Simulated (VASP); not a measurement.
# Au (Fm-3m) in VASP: a series of runs, part 2 of 2

VASP 6.6.1.

**3. Relaxation of volume and atoms at fixed shape, LDA**

This run uses another cell than the first one, of 16.85 Å³/atom, 1.015 times its volume.

INCAR

```
  PREC = Accurate
  ENCUT = 600
  EDIFF = 1E-6
  ISMEAR = -1
  SIGMA = 0.1
  LREAL = False
  LASPH = True
  NELM = 100
  ALGO = Normal
  ISIF = 8
  LWAVE = False
  LCHARG = False
  IBRION = 2
  NSW = 80
  EDIFFG = -0.02
```

KPOINTS

```
Automatic mesh
0
Gamma
  10 10 10
```

POSCAR

```
Au
1.0
    2.8779250000      0.0000000000      0.0000000000
    1.4389625000      2.4923561602      0.0000000000
    1.4389625000      0.8307853867      2.3498159227
Au
1
Direct
    0.0000000000      0.0000000000      0.0000000000
```

Potentials or basis: VASP PAW LDA potentials, release 64 (Au).

Command:

```bash
> cat potpaw_LDA.64/Au/POTCAR > POTCAR
> mpirun -np 1 vasp_std > vasp.out
```

OUTCAR:

```text
PREC = Accurate
   ENCUT = 600
   EDIFF = 1E-6
   ISMEAR = -1
   LREAL = False
   LASPH = True
   NELM = 100
   ISIF = 8
   IBRION = 2
   NSW = 80
   EDIFFG = -0.02

 ion  position               nearest neighbor table
   1  0.000  0.000  0.000-

  LATTYP: Found a face centered cubic cell.
 ALAT       =     4.0700005665

  Lattice vectors:

 A1 = (   2.8779250000,   0.0000000000,   0.0000000000)
 A2 = (   1.4389625000,   2.4923561602,   0.0000000000)
 A3 = (   1.4389625000,   0.8307853867,   2.3498159227)

Analysis of symmetry for initial positions (statically):
=====================================================================
 Subroutine PRICEL returns:
 Original cell was already a primitive cell.

 Routine SETGRP: Setting up the symmetry group for a
 face centered cubic supercell.

 Subroutine GETGRP returns: Found 48 space group operations
 (whereof 48 operations were pure point group operations)
 out of a pool of 48 trial point group operations.

The static configuration has the point symmetry O_h .

Analysis of symmetry for dynamics (positions and initial velocities):
=====================================================================
 Subroutine PRICEL returns:
 Original cell was already a primitive cell.

 Routine SETGRP: Setting up the symmetry group for a
 face centered cubic supercell.

 Subroutine GETGRP returns: Found 48 space group operations
 (whereof 48 operations were pure point group operations)
 out of a pool of 48 trial point group operations.

The dynamic configuration has the point symmetry O_h .

 Subroutine INISYM returns: Found 48 space group operations
 (whereof 48 operations are pure point group operations),
 and found     1 'primitive' translations

----------------------------------------------------------------------------------------

                                     Primitive cell

  volume of cell :      16.8548

[... 112 lines left out ...]
   LHFCALC =     F    Hartree Fock is set to
   AEXX    =    0.0000 exact exchange contribution
   IVDW    =     0    specifies the selected vdW correction
   LEPSILON=     F    determine dielectric tensor
   LRPA    =     F    only Hartree local field effects (RPA)
 conjugate gradient relaxation of ions
 non-spin polarized calculation
  energy-cutoff  :      600.00
  volume of cell :       16.85
 maximum number of plane-waves:       588
   NGX = 11   NGY = 11   NGZ = 11

--------------------------------------- Ionic step        1  -------------------------------------------

 number of electron      10.9999999 magnetization

 Free energy of the ion-electron system (eV)
  ---------------------------------------------------
  ext. energy  EPLUGINS =         0.00000000
  ---------------------------------------------------
  free energy    TOTEN  =        -4.42952634 eV

  energy without entropy =       -4.41183095  energy(sigma->0) =       -4.42067864

------------------------ aborting loop because EDIFF is reached ----------------------------------------

  FORCE on cell =-STRESS in cart. coord.  units (eV):
  Direction    XX          YY          ZZ          XY          YZ          ZX
  --------------------------------------------------------------------------------------
  -------------------------------------------------------------------------------------
  Total       -0.2211063     -0.2211063     -0.2211063     -0.0000000      0.0000000     -0.0000000
  in kB      -21.0178520    -21.0178520    -21.0178520     -0.0000000      0.0000000     -0.0000000
  external PRESSURE =     -21.0178520 kB  Pullay stress =       0.0000000 kB
[... 22 lines left out ...]
--------------------------------------- Ionic step        2  -------------------------------------------

 number of electron      10.9999999 magnetization

 E-fermi :  10.0172     XC(G=0): -13.2349

 val. band max:        9.8889106017   @ k =   0.5000   0.2000   0.1000
 cond. band min:      10.0210305075   @ k =   0.5000   0.1000   0.0000
 fundamental gap:      0.1321199058
 Fermi energy:        10.0171780893

 k-point     1 :       0.0000    0.0000    0.0000
  band No.  band energies     occupation
      1      -0.3468      2.00000
      2       5.0805      2.00000
      3       5.0805      2.00000
      4       5.0805      2.00000
      5       6.7411      2.00000
      6       6.7411      2.00000
      7      24.4482      0.00000
      8      28.6560      0.00000
      9      28.6560      0.00000
[... 310 lines left out ...]
--------------------------------------- Ionic step        3  -------------------------------------------

 number of electron      10.9999999 magnetization

 Free energy of the ion-electron system (eV)
  ---------------------------------------------------
  ext. energy  EPLUGINS =         0.00000000
  ---------------------------------------------------
  free energy    TOTEN  =        -4.43079911 eV

  energy without entropy =       -4.41297323  energy(sigma->0) =       -4.42188617

 E-fermi :   9.6429     XC(G=0): -13.1133

 val. band max:        9.5105654983   @ k =   0.5000   0.2000   0.1000
 cond. band min:       9.6794265255   @ k =   0.5000   0.1000   0.0000
 fundamental gap:      0.1688610272
 Fermi energy:         9.6429096691

 k-point     1 :       0.0000    0.0000    0.0000
  band No.  band energies     occupation
      1      -0.4853      2.00000
      2       4.8340      2.00000
      3       4.8340      2.00000
      4       4.8340      2.00000
      5       6.4353      2.00000
      6       6.4353      2.00000
      7      24.1202      0.00000
      8      28.2061      0.00000
      9      28.2061      0.00000
[... 304 lines left out ...]
  FREE ENERGIE OF THE ION-ELECTRON SYSTEM (eV)
  ---------------------------------------------------
  free  energy   TOTEN  =        -4.4307991138 eV

  energy  without entropy=       -4.4129732344  energy(sigma->0) =       -4.42188617

 reached required accuracy - stopping structural energy minimisation
```

OSZICAR:

```text
N       E                     dE             d eps       ncg     rms          rms(c)
DAV:   1     0.499148541889E+02    0.49915E+02   -0.63592E+03   870   0.124E+03
DAV:   2    -0.436330087975E+01   -0.54278E+02   -0.51454E+02   864   0.220E+02
DAV:   3    -0.475938121496E+01   -0.39608E+00   -0.39577E+00  1062   0.205E+01
DAV:   4    -0.476032813576E+01   -0.94692E-03   -0.94690E-03   921   0.103E+00
[... 19 lines left out ...]
DAV:   2    -0.443305347702E+01    0.51068E-01   -0.17155E-01   851   0.407E+00    0.646E-01
DAV:   3    -0.443082646452E+01    0.22270E-02   -0.10015E-02   872   0.937E-01    0.453E-01
DAV:   4    -0.443079466956E+01    0.31795E-04   -0.33985E-04   892   0.156E-01    0.259E-02
DAV:   5    -0.443079837051E+01   -0.37009E-05   -0.11114E-05   971   0.281E-02    0.217E-03
DAV:   6    -0.443079911383E+01   -0.74332E-06   -0.27219E-07   553   0.487E-03
   3 F= -.44307991E+01 E0= -.44218862E+01  d E =-.127277E-02
```

CONTCAR:

```text
Au
   1.00000000000000
     2.8670546276304125    0.0000000000000000    0.0000000000000000
     1.4335273138152063    2.4829421415792892    0.0000000000000000
     1.4335273138152063    0.8276473804932223    2.3409403008266940
  Au
     1
Direct
     0.0000000000000000    0.0000000000000000    0.0000000000000000

  0.00000000E+00  0.00000000E+00  0.00000000E+00
```

It took 9.4 s on 1 thread of Intel Xeon Platinum 8559C (Emerald Rapids), shared host; peak memory 0.13 GiB.

What came out:

- Free energy: -4.4308 eV
- Relaxed volume: 16.66 Å³/atom
- Relaxed cell: a = 2.867 Å, b = 2.867 Å, c = 2.867 Å, α = 60.00°, β = 60.00°, γ = 60.00°
- Space group after relaxing (to 0.05 Å): Fm-3m (No. 225)
- Energy gained by relaxing: 1.3 meV/atom
- Ionic steps: 3
- Pressure after relaxing: 0.0 GPa

Step by step:
```tsv
step	energy change (eV)	largest force (eV/Å)	pressure (GPa)	volume (Å³)
1	0.0000	0.0000	-2.10	16.85
2	0.0031	0.0000	4.18	16.32
3	-0.0013	0.0000	-0.01	16.66
```

Final structure:
```
Au
1.0
     2.86705    0.00000    0.00000
     1.43353    2.48294    0.00000
     1.43353    0.82765    2.34094
Au
1
Direct
  0.00000 0.00000 0.00000
```

Caveat: spin-orbit coupling is left out, which moves the levels of the heavy elements.
